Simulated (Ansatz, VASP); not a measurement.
# Two plane-wave programs on AlCo3

Contents of POSCAR:

```
AlCo3
1.0
    3.5749480000      0.0000000000      0.0000000000
    0.0000000000      3.5749480000      0.0000000000
    0.0000000000      0.0000000000      3.5749480000
Al Co
1 3
Direct
    0.0000000000      0.0000000000      0.0000000000
    0.5000000000      0.5000000000      0.0000000000
    0.5000000000      0.0000000000      0.5000000000
    0.0000000000      0.5000000000      0.5000000000
```

File INCAR.step1:

```
SYSTEM = AlCo3
PREC = Accurate ; ENCUT = 520
ISMEAR = 0 ; SIGMA = 0.1
LREAL = .False. ; LASPH = .True.
NELM = 150 ; ISPIN = 2
MAGMOM = 0 1.76 1.76 1.76 ; LMAXMIX = 4
NBANDS = 27 ; GGA = PE
ALGO = Normal ; EDIFF = 1E-4
LWAVE = .True. ; LCHARG = .False.
```

File INCAR.step2:

```
SYSTEM = AlCo3
PREC = Accurate ; ENCUT = 520
EDIFF = 1E-6 ; ISMEAR = 0
SIGMA = 0.1 ; LREAL = .False.
LASPH = .True. ; NELM = 150
ALGO = Normal ; ISIF = 2
LWAVE = .False. ; LCHARG = .True.
ISPIN = 2 ; MAGMOM = 0 1.76 1.76 1.76
LORBIT = 11 ; LMAXMIX = 4
METAGGA = R2SCAN ; LMIXTAU = .True.
LELF = .True. ; LVHAR = .True.
NBANDS = 27 ; ISTART = 1
```

The input KPOINTS:

```
Automatic mesh
0
Gamma
  12 12 12
  0 0 0
```

Input for Ansatz:

```yaml
crystal:
  lattice:
    - [3.574948, 0.0, 0.0]
    - [0.0, 3.574948, 0.0]
    - [0.0, 0.0, 3.574948]
  atoms:
    - { symbol: Al, position: [0.0, 0.0, 0.0] }
    - { symbol: Co, position: [0.5, 0.5, 0.0], spin: 1.76 }
    - { symbol: Co, position: [0.5, 0.0, 0.5], spin: 1.76 }
    - { symbol: Co, position: [0.0, 0.5, 0.5], spin: 1.76 }
basis:
  ecutwfc: 520
kpoints:
  mp_grid: { grid: [12, 12, 12] }
hamiltonian:
  xc: r2scan
scf:
  occupations: { method: gaussian, width: 0.1 }
output:
  forces: true
  stress: true
  eigenvalues: true
  populations: true
  write_density: true
  write_potential: true
  elf: true
  volumetric_format: npy
magnetization:
  spin_polarized: true
```

Alike in both runs: task single point; functional r2SCAN; k mesh 12 × 12 × 12; occupations gaussian, width 0.1 eV; collinear spin.

|  | VASP | Ansatz |
| --- | --- | --- |
| version | VASP 6.6.1 | Ansatz 0.2.0 |
| potentials or method | VASP PAW PBE potentials, release 64 (Al, Co), cutoff 520 eV | scalar-relativistic, plane waves, PAW |
| valence electrons in the cell | 30 | 54 |

Ansatz gave:

* gap on the k mesh at the Fermi level (eV): none
* pressure (GPa): 1.5
* net moment per atom (μB): 1.13
* size of the moment on the site where the two differ most (μB): 0.06

Which values does VASP return?

gap on the k mesh at the Fermi level (eV): none; pressure (GPa): 1.3; net moment per atom (μB): 1.12; size of the moment on the site where the two differ most (μB): 0.04.

VASP's potentials were made for PBE, not for r2SCAN. Site moments also hang on the region over which each program counts them. A gap of «none» marks a metal or a gap that the smearing closes. The functional is the same, so the differences come from potentials, cutoffs and numerics. VASP's potentials hold 30 valence electrons a cell and Ansatz's 54, so a difference there can come from the potentials and not from the codes. Ansatz's warnings: stability check not made.
